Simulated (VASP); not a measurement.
Write the native input for VASP 6.6.1 that does the following.

```
Task                   : single point
Functional             : PBE
Potentials or basis    : VASP PAW PBE potentials, release 64 (Hg, Te)
Cutoff                 : 500 eV
k mesh                 : 4 × 4 × 4
Occupations            : methfessel-paxton, width 0.15 eV
Spin                   : no spin polarisation
Dipole correction      : no
Further INCAR settings : ALGO = Normal; EDIFF = 1e-06; NBANDS = 16
```

The structure of HgTe lies in POSCAR:

```
HgTe
1.0
    0.0000000000      3.0771170000      3.0771170000
    3.0771170000      0.0000000000      3.0771170000
    3.0771170000      3.0771170000      0.0000000000
Hg Te
1 1
Direct
    0.0000000000      0.0000000000      0.0000000000
    0.5000000000      0.5000000000      0.5000000000
```

One way to write it, as run:

INCAR

```
SYSTEM = HgTe
PREC = Accurate ; ENCUT = 500
EDIFF = 1E-6 ; ISMEAR = 1
SIGMA = 0.15 ; LREAL = .FALSE.
LASPH = .TRUE. ; NELM = 120
ALGO = Normal ; ISIF = 2
LWAVE = .FALSE. ; LCHARG = .TRUE.
GGA = PE ; LELF = .TRUE.
LVHAR = .TRUE. ; NBANDS = 16
GGA_COMPAT = .FALSE.
```

KPOINTS

```
regular mesh
0
G
  4 4 4
  0 0 0
```

Potentials or basis: VASP PAW PBE potentials, release 64 (Hg, Te).

The run is started by

```sh
$ cat potpaw_PBE.64/Hg/POTCAR potpaw_PBE.64/Te/POTCAR > POTCAR
$ mpirun -np 1 vasp_std > vasp.out
```

Results of the run:

```yaml
Pressure: 1.1 GPa
Band_gap_on_the_k_mesh: zero (bands 9 and 10 overlap by 2.42 eV)
```

Caveat: the k points lie up to 0.44 Å⁻¹ apart, too coarse for converged energies and pressures of a metal; spin-orbit coupling is left out, which moves the levels of the heavy elements.

Wall time 6.2 s on 1 thread of Intel(R) Xeon(R) 6975P-C (Granite Rapids), on a shared host, peak memory 0.17 GiB.
